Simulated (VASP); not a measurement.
A run of VASP 6.6.1 is set up as follows.

The input INCAR:

```
PREC = Accurate
ENCUT = 520
EDIFF = 1E-6
ISMEAR = 0
SIGMA = 0.05
LREAL = F
LASPH = T
NELM = 100
ALGO = Normal
ISIF = 2
LWAVE = F
LCHARG = F
LDIPOL = T
IDIPOL = 3
DIPOL = 0.5 0.5 0.500
GGA = PE
IVDW = 12
NBANDS = 11
```

File KPOINTS:

```
Automatic mesh
0
Gamma
  12 12 1
```

The input POSCAR:

```
BN
1.0
    2.5092919669      0.0000000029      0.0000000000
   -1.2546459859      2.1731105874      0.0000000000
    0.0000000000      0.0000000000     17.0000000006
B N
1 1
Direct
    0.0000000000      0.0000000000      0.5000000000
    0.6666666667      0.3333333333      0.5000000000
```

Potentials or basis: VASP PAW PBE potentials, release 64 (B, N).

The run is started by

```bash
$ cat potpaw_PBE.64/B/POTCAR potpaw_PBE.64/N/POTCAR > POTCAR
$ mpirun -np 1 vasp_std > vasp.out
```

(1) Estimate the band gap on the k mesh.

(2) Predict the dispersion energy per atom.

Results:

(1) 4.67 eV.

(2) -0.077 eV.
